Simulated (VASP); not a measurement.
A run of VASP 6.6.1 is set up as follows.

Contents of POSCAR:

```
Nb
1.0
    0.0000000000      2.1678750000      2.1678750000
    2.1678750000      0.0000000000      2.1678750000
    2.1678750000      2.1678750000      0.0000000000
Nb
1
Direct
    0.0000000000      0.0000000000      0.0000000000
```

The input INCAR.step1:

```
SYSTEM = Nb
ALGO = Normal
EDIFF = 1E-4
ENCUT = 520
GGA = PE
ISMEAR = 0
LASPH = .TRUE.
LCHARG = .FALSE.
LREAL = .FALSE.
LWAVE = .TRUE.
NBANDS = 12
NELM = 100
PREC = Accurate
SIGMA = 0.15
```

File INCAR.step2:

```
SYSTEM = Nb
ALGO = Normal
EDIFF = 1E-6
ENCUT = 520
ISIF = 2
ISMEAR = 0
ISTART = 1
LASPH = .TRUE.
LCHARG = .TRUE.
LELF = .TRUE.
LMIXTAU = .TRUE.
LREAL = .FALSE.
LVHAR = .TRUE.
LWAVE = .FALSE.
METAGGA = R2SCAN
NBANDS = 12
NELM = 100
PREC = Accurate
SIGMA = 0.15
```

Contents of KPOINTS:

```
k-points
0
G
  20 20 20
  0 0 0
```

Potentials or basis: VASP PAW PBE potentials, release 64 (Nb_sv).

Command:

```console
$ cat potpaw_PBE.64/Nb_sv/POTCAR > POTCAR
$ cp INCAR.step1 INCAR
$ mpirun -np 1 vasp_std > vasp.out
$ cp INCAR.step2 INCAR
$ mpirun -np 1 vasp_std > vasp.out
```

(1) Predict the pressure.

Answers

(1) -12.5 GPa.

Caveat: the cell differs from its parent crystal (strain +0.025 along x and y, +0.025 along z); the PAW data sets were made with another functional, which shifts forces and pressure a little.
